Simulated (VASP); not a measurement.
Wanted: the native input for a VASP 6.6.1 run.

| Property | Result |
| --- | --- |
| Task | single point |
| Functional | PBE |
| Potentials or basis | VASP PAW PBE potentials, release 64 (Pd, Br) |
| Cutoff | 520 eV |
| k mesh | 13 × 13 × 13 |
| Occupations | fermi-dirac, width 0.1 eV |
| Spin | no spin polarisation |
| Dipole correction | no |
| Further INCAR settings | ALGO = Normal; EDIFF = 1e-06; NBANDS = 16 |

The structure of PdBr (rocksalt type) lies in POSCAR:

```
PdBr
1.0
    0.0000000000      2.4385465386      2.4385465386
    2.4385465386      0.0000000000      2.4385465386
    2.4385465386      2.4385465386      0.0000000000
Pd Br
1 1
Direct
    0.0000000000      0.0000000000      0.0000000000
    0.5000000000      0.5000000000      0.5000000000
```

This cell differs from its parent crystal: volume scaled by 0.7.

These files were run (other wordings do the same):

INCAR

```
ALGO     = Normal         # electronic algorithm
EDIFF    = 1E-6           # SCF threshold, eV
ENCUT    = 520            # plane-wave cutoff, eV
GGA      = PE             # functional
ISIF     = 2              # what is computed and relaxed
ISMEAR   = -1             # smearing method
LASPH    = True           # aspherical terms in the spheres
LCHARG   = False          # write CHGCAR
LREAL    = False          # projectors in reciprocal space
LWAVE    = False          # write WAVECAR
NBANDS   = 16             # bands
NELM     = 60             # most SCF steps
PREC     = Accurate       # precision mode
SIGMA    = 0.1            # smearing width, eV
```

KPOINTS

```
k-points
0
Gamma
  13 13 13
```

Potentials or basis: VASP PAW PBE potentials, release 64 (Pd, Br).

Run with:

```console
$ cat potpaw_PBE.64/Pd/POTCAR potpaw_PBE.64/Br/POTCAR > POTCAR
$ mpirun -np 1 vasp_std > vasp.out
```

It gave:

| Property | Result |
| --- | --- |
| Pressure | 62.8 GPa |

Caveat: an odd number of electrons without spin polarisation forces a metal; a magnetic or distorted state may lie lower.

Run time: 34 s on 1 thread of Intel Xeon 6975P-C, with other jobs on the host, peak memory 0.18 GiB.
